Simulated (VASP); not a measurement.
# Mo3H in VASP: further runs

The runs below take Mo3H through single point, with PBE.

Program: VASP 6.6.1. These are calculated values, not measurements. Logs are shortened: lines on timing, memory, paths and dates and some standing lists are left out, and cuts for length are marked.

## (1) The cell of the first run

The cell holds a slab with vacuum, 4 atoms: a = 2.737 Å, b = 2.737 Å, c = 21.308 Å, α = 90.00°, β = 90.00°, γ = 109.47°.

## (2) Single point, PBE, collinear spin

The input, INCAR:

```
PREC     = Accurate       # precision mode
ENCUT    = 520            # plane-wave cutoff, eV
EDIFF    = 1E-6           # SCF threshold, eV
ISMEAR   = 0              # smearing method
SIGMA    = 0.1            # smearing width, eV
LREAL    = False          # projectors in reciprocal space
LASPH    = True           # aspherical terms in the spheres
NELM     = 150            # most SCF steps
ALGO     = Normal         # electronic algorithm
ISIF     = 2              # what is computed and relaxed
LWAVE    = False          # write WAVECAR
LCHARG   = False          # write CHGCAR
ISPIN    = 2              # spin polarisation
MAGMOM   = 0 0 0 1        # initial moments
LORBIT   = 11             # projections on sites
LMAXMIX  = 4              # l up to which the mixer works
LDIPOL   = True         
IDIPOL   = 3            
DIPOL    = 0.5 0.5 0.342
GGA      = PE             # functional
NBANDS   = 34             # bands
```

The input, KPOINTS:

```
Automatic mesh
0
Gamma
  10 10 1
```

The input, POSCAR:

```
Mo3H
1.0
    2.7370454666      0.0000000000      0.0000000000
   -0.9123484889      2.5805112132      0.0000000000
    0.0000000000      0.0000000000     21.3082440588
Mo H
3 1
Direct
    0.5000000000      0.5000000000      0.1877207708
    0.0000000000      0.0000000000      0.2888166433
    0.5000000000      0.5000000000      0.3899074948
    0.5000000000      0.5000000000      0.5030092592
```

Potentials or basis: VASP PAW PBE potentials, release 64 (Mo_sv, H).

Launch:

```console
cat potpaw_PBE.64/Mo_sv/POTCAR potpaw_PBE.64/H/POTCAR > POTCAR
mpirun -np 1 vasp_std > vasp.out
```

OUTCAR:

```text
PREC = Accurate
   ENCUT = 520
   EDIFF = 1E-6
   ISMEAR = 0
   LREAL = False
   LASPH = True
   NELM = 150
   ISIF = 2
   ISPIN = 2
   LORBIT = 11
   GGA = PE

 ion  position               nearest neighbor table
   1  0.500  0.500  0.188-   2 2.67   2 2.67   2 3.10   2 3.10
   2  0.000  0.000  0.289-   3 2.67   3 2.67   1 2.67   1 2.67   3 3.10   3 3.10   1 3.10   1 3.10

   3  0.500  0.500  0.390-   2 2.67   2 2.67   2 3.10   2 3.10
   4  0.500  0.500  0.503-

  LATTYP: Found a base centered orthorhombic cell.
 ALAT       =     3.1604678739
 B/A-ratio  =     1.4142135624
 C/A-ratio  =     6.7421169615

  Lattice vectors:

 A1 = (   2.7370454666,   0.0000000000,   0.0000000000)
 A2 = (  -0.9123484889,   2.5805112132,   0.0000000000)
 A3 = (   0.0000000000,   0.0000000000,  21.3082440588)

Analysis of symmetry for initial positions (statically):
=====================================================================
 Subroutine PRICEL returns:
 Original cell was already a primitive cell.

 Routine SETGRP: Setting up the symmetry group for a
 base centered orthorhombic supercell.

 Subroutine GETGRP returns: Found  4 space group operations
 (whereof  4 operations were pure point group operations)
 out of a pool of  8 trial point group operations.

The static configuration has the point symmetry C_2v.

Analysis of symmetry for dynamics (positions and initial velocities):
=====================================================================
 Subroutine PRICEL returns:
 Original cell was already a primitive cell.

 Routine SETGRP: Setting up the symmetry group for a
 base centered orthorhombic supercell.

 Subroutine GETGRP returns: Found  4 space group operations
 (whereof  4 operations were pure point group operations)
 out of a pool of  8 trial point group operations.

The dynamic configuration has the point symmetry C_2v.

Analysis of structural, dynamic, and magnetic symmetry:
=====================================================================
 Subroutine PRICEL returns:
 Original cell was already a primitive cell.

 Routine SETGRP: Setting up the symmetry group for a
 base centered orthorhombic supercell.

 Subroutine GETGRP returns: Found  4 space group operations
 (whereof  4 operations were pure point group operations)
 out of a pool of  8 trial point group operations.

The overall configuration has the point symmetry C_2v.

 Subroutine INISYM returns: Found  4 space group operations
 (whereof  4 operations are pure point group operations),
 and found     1 'primitive' translations

[... 133 lines left out ...]
 maximum number of plane-waves:      4094
   NGX = 11   NGY = 11   NGZ = 79

 dipolmoment           0.000000      0.000000     -0.004682 electrons x Angstroem

 number of electron      42.9999994 magnetization       0.3280499

 dipolmoment           0.000000      0.000000      0.064025 electrons x Angstroem

 Free energy of the ion-electron system (eV)
  ---------------------------------------------------
  ext. energy  EPLUGINS =         0.00000000
  ---------------------------------------------------
  free energy    TOTEN  =       -32.27901638 eV

  energy without entropy =      -32.26043364  energy(sigma->0) =      -32.26972501

 E-fermi :   0.3121     XC(G=0):  -5.5350

 val. band max:        0.3083450206   @ k =   0.4000   0.3000   0.0000
 cond. band min:       0.3207959800   @ k =  -0.4000   0.3000   0.0000
 fundamental gap:      0.0124509594
 Fermi energy:         0.3120677698

 spin component 1

 k-point     1 :       0.0000    0.0000    0.0000
  band No.  band energies     occupation
      1     -60.8911      1.00000
      2     -60.6383      1.00000
      3     -60.5703      1.00000
      4     -35.4131      1.00000
      5     -34.7725      1.00000
      6     -34.5951      1.00000
[... 853 lines left out ...]
     32       8.9170      0.00000
     33      10.2723      0.00000

 [... further k-points ...]

 spin component 2

 k-point     1 :       0.0000    0.0000    0.0000
  band No.  band energies     occupation
      1     -60.8846      1.00000
      2     -60.6358      1.00000
      3     -60.5624      1.00000
      4     -35.4120      1.00000
      5     -34.7695      1.00000
      6     -34.5834      1.00000
[... 853 lines left out ...]
     32       8.9535      0.00000
     33      10.4396      0.00000

 [... further k-points ...]

 [bands above 33 left out]

------------------------ aborting loop because EDIFF is reached ----------------------------------------

 vacuum level on the upper side and lower side of the slab       (xc-potential included)         0.611        -0.979

  FORCE on cell =-STRESS in cart. coord.  units (eV):
  Direction    XX          YY          ZZ          XY          YZ          ZX
  --------------------------------------------------------------------------------------
  -------------------------------------------------------------------------------------
  Total       -2.6133745     -2.1934846     -3.7248307      0.5938141      0.0000000      0.0000000
  in kB      -27.8212611    -23.3512290    -39.6535151      6.3215800      0.0000000      0.0000000
  external PRESSURE =     -30.2753350 kB  Pullay stress =       0.0000000 kB

 VOLUME and BASIS-vectors are now :
 -----------------------------------------------------------------------------
  energy-cutoff  :      520.00
  volume of cell :      150.50
      direct lattice vectors                 reciprocal lattice vectors
     2.737045467  0.000000000  0.000000000     0.365357467  0.129173371  0.000000000
    -0.912348489  2.580511213  0.000000000     0.000000000  0.387520114  0.000000000
     0.000000000  0.000000000 21.308244059     0.000000000  0.000000000  0.046930193

 POSITION                                       TOTAL-FORCE (eV/Angst)
 -----------------------------------------------------------------------------------
      0.91235      1.29026      4.00000         0.000000      0.000000      0.143512
      0.00000      0.00000      6.15418        -0.000000      0.000000     -0.472728
      0.91235      1.29026      8.30824        -0.000000      0.000000      2.030522
      0.91235      1.29026     10.71824        -0.000000      0.000000     -1.701307
 -----------------------------------------------------------------------------------
    total drift:                               -0.000000     -0.000000      0.000151

  FREE ENERGIE OF THE ION-ELECTRON SYSTEM (eV)
  ---------------------------------------------------
  free  energy   TOTEN  =       -32.2790163804 eV

  energy  without entropy=      -32.2604336357  energy(sigma->0) =      -32.26972501

 vacuum level on the upper side and lower side of the slab         6.389         4.764

 total charge

# of ion       s       p       d       tot
------------------------------------------
    1        2.375   6.131   3.907  12.414
    2        2.385   6.212   3.950  12.547
    3        2.359   6.135   3.888  12.382
    4        0.377   0.002   0.000   0.379
--------------------------------------------------
tot          7.498  18.480  11.745  37.722

 magnetization (x)

# of ion       s       p       d       tot
------------------------------------------
    1        0.001   0.001  -0.001   0.001
    2        0.001   0.003   0.009   0.012
    3       -0.002   0.004   0.013   0.015
    4        0.124   0.000   0.000   0.124
--------------------------------------------------
tot          0.123   0.008   0.021   0.152
```

stdout:

```text
POSCAR found type information on POSCAR MoH
 POSCAR found :  2 types and       4 ions
 scaLAPACK will be used
 LDA part: xc-table for (Slater+PW92), standard interpolation
 POSCAR, INCAR and KPOINTS ok, starting setup
 FFT: planning ... GRIDC
 FFT: planning ... GRID_SOFT
 FFT: planning ... GRID
 WAVECAR not read
 entering main loop
```

Wall time 18 min (1 thread of Intel Xeon 8259CL, shared host); peak memory 0.42 GiB.

What came out:

```yaml
Free_energy: -32.2790 eV
Largest_force: 2.031 eV/Å
Net_moment: 0.33 μB per cell
Site_moments: Mo +0.00, +0.01 (each value once); H +0.12 μB
Valence_electrons_inside_the_program's_atomic_spheres: Mo 12.41, 12.55, 12.38; H 0.38
```

Forces on the atoms (eV/Å):
```
Mo   0.000  0.000  0.144
Mo   0.000  0.000 -0.473
Mo   0.000  0.000  2.031
H    0.000  0.000 -1.701
```

Caveat: a moment this small can come from the mesh or the smearing.

## (3) Single point, PBE, collinear spin

The input, INCAR:

```
SYSTEM = Mo3H
ALGO = Normal ; DIPOL = 0.5 0.5 0.325
EDIFF = 1E-6 ; ENCUT = 520
GGA = PE ; IDIPOL = 3
ISIF = 2 ; ISMEAR = 0
ISPIN = 2 ; LASPH = .True.
LCHARG = .True. ; LDIPOL = .True.
LELF = .True. ; LMAXMIX = 4
LORBIT = 11 ; LREAL = .False.
LVACPOTAV = .True. ; LVHAR = .True.
LWAVE = .False. ; MAGMOM = 0 0 0 1
NBANDS = 34 ; NELM = 150
PREC = Accurate ; SIGMA = 0.1
```

The input, KPOINTS:

```
k-points
0
Gamma
  10 10 1
  0 0 0
```

Changes to POSCAR since step 2:

```diff
@@ -11,2 +11,2 @@
     0.5000000000      0.5000000000      0.3899074948
-    0.5000000000      0.5000000000      0.5030092592
+    1.0000000000      1.0000000000      0.4321446682
```

Potentials or basis: VASP PAW PBE potentials, release 64 (Mo_sv, H).

Launch:

```console
cat potpaw_PBE.64/Mo_sv/POTCAR potpaw_PBE.64/H/POTCAR > POTCAR
mpirun -np 1 vasp_std > vasp.out
```

OUTCAR:

```text
SYSTEM = Mo3H
   EDIFF = 1E-6
   ENCUT = 520
   GGA = PE
   ISIF = 2
   ISMEAR = 0
   ISPIN = 2
   LASPH = .True.
   LORBIT = 11
   LREAL = .False.
   NELM = 150
   PREC = Accurate

 ion  position               nearest neighbor table
   1  0.500  0.500  0.188-   2 2.67   2 2.67   2 3.10   2 3.10
   2  0.000  0.000  0.289-   3 2.67   3 2.67   1 2.67   1 2.67   3 3.10   3 3.10   1 3.10   1 3.10

   3  0.500  0.500  0.390-   4 1.82   4 1.82   2 2.67   2 2.67   2 3.10   2 3.10
   4  0.000  0.000  0.432-   3 1.82   3 1.82

  LATTYP: Found a base centered orthorhombic cell.
 ALAT       =     3.1604678739
 B/A-ratio  =     1.4142135624
 C/A-ratio  =     6.7421169615

  Lattice vectors:

 A1 = (   2.7370454666,   0.0000000000,   0.0000000000)
 A2 = (  -0.9123484889,   2.5805112132,   0.0000000000)
 A3 = (   0.0000000000,   0.0000000000,  21.3082440588)

[... 1942 lines left out ...]

  FORCE on cell =-STRESS in cart. coord.  units (eV):
  Direction    XX          YY          ZZ          XY          YZ          ZX
  --------------------------------------------------------------------------------------
  -------------------------------------------------------------------------------------
  Total       -0.8881968     -0.5047848      1.7877666      0.5422265      0.0000000      0.0000000
  in kB       -9.4554971     -5.3737986     19.0320682      5.7723934      0.0000000      0.0000000
  external PRESSURE =       1.4009242 kB  Pullay stress =       0.0000000 kB

 VOLUME and BASIS-vectors are now :
 -----------------------------------------------------------------------------
  energy-cutoff  :      520.00
  volume of cell :      150.50
      direct lattice vectors                 reciprocal lattice vectors
     2.737045467  0.000000000  0.000000000     0.365357467  0.129173371  0.000000000
    -0.912348489  2.580511213  0.000000000     0.000000000  0.387520114  0.000000000
     0.000000000  0.000000000 21.308244059     0.000000000  0.000000000  0.046930193

 POSITION                                       TOTAL-FORCE (eV/Angst)
 -----------------------------------------------------------------------------------
      0.91235      1.29026      4.00000        -0.000000      0.000000      0.085355
      0.00000      0.00000      6.15418         0.000000      0.000000     -0.735860
      0.91235      1.29026      8.30824        -0.000000      0.000000     -0.015648
      0.00000      0.00000      9.20824        -0.000000      0.000000      0.666154
 -----------------------------------------------------------------------------------
    total drift:                                0.000000      0.000000      0.000108

  FREE ENERGIE OF THE ION-ELECTRON SYSTEM (eV)
  ---------------------------------------------------
  free  energy   TOTEN  =       -34.0855444974 eV

  energy  without entropy=      -34.0599099560  energy(sigma->0) =      -34.07272723

 vacuum level on the upper side and lower side of the slab         5.431         5.591

 total charge

# of ion       s       p       d       tot
------------------------------------------
    1        2.375   6.130   3.914  12.419
    2        2.383   6.213   3.949  12.545
    3        2.349   6.187   4.007  12.543
    4        0.541   0.024   0.000   0.565
--------------------------------------------------
tot          7.648  18.554  11.870  38.072

 magnetization (x)

# of ion       s       p       d       tot
------------------------------------------
    1        0.000   0.000   0.000   0.000
    2       -0.000   0.000  -0.000  -0.000
    3        0.000   0.000   0.000   0.000
    4        0.000   0.000   0.000   0.000
--------------------------------------------------
tot          0.000   0.000   0.000   0.000
```

OSZICAR:

```text
N       E                     dE             d eps       ncg     rms          rms(c)
DAV:   1     0.410921599517E+03    0.41092E+03   -0.26977E+04  5272   0.113E+03
DAV:   2    -0.249009771959E+02   -0.43582E+03   -0.42306E+03  5020   0.355E+02
DAV:   3    -0.349876622072E+02   -0.10087E+02   -0.97501E+01  4998   0.533E+01
[... 29 lines left out ...]
DAV:  33    -0.340855207775E+02   -0.11394E-04   -0.41231E-07  3198   0.185E-03    0.167E-03
DAV:  34    -0.340855330427E+02   -0.12265E-04   -0.42495E-07  3356   0.161E-03    0.141E-03
DAV:  35    -0.340855417316E+02   -0.86889E-05   -0.44322E-07  3334   0.179E-03    0.691E-04
DAV:  36    -0.340855441081E+02   -0.23765E-05   -0.12921E-07  3192   0.102E-03    0.280E-04
DAV:  37    -0.340855444974E+02   -0.38931E-06   -0.29737E-08  3214   0.480E-04
   1 F= -.34085544E+02 E0= -.34072727E+02  d E =-.256345E-01  mag=     0.0000
```

Wall time 6 min (1 thread of AMD EPYC 9R45 (Zen 5), shared host); peak memory 0.39 GiB.

Results:

```
Free energy                                           : -34.0855 eV
Largest force                                         : 0.736 eV/Å
Net moment                                            : 0.00 μB per cell
Valence electrons inside the program's atomic spheres : Mo 12.42, 12.54 (each value once); H 0.56
```

Forces on the atoms (eV/Å):
```
Mo   0.000  0.000  0.085
Mo   0.000  0.000 -0.736
Mo   0.000  0.000 -0.016
H    0.000  0.000  0.666
```

[end of part 1 of 2]
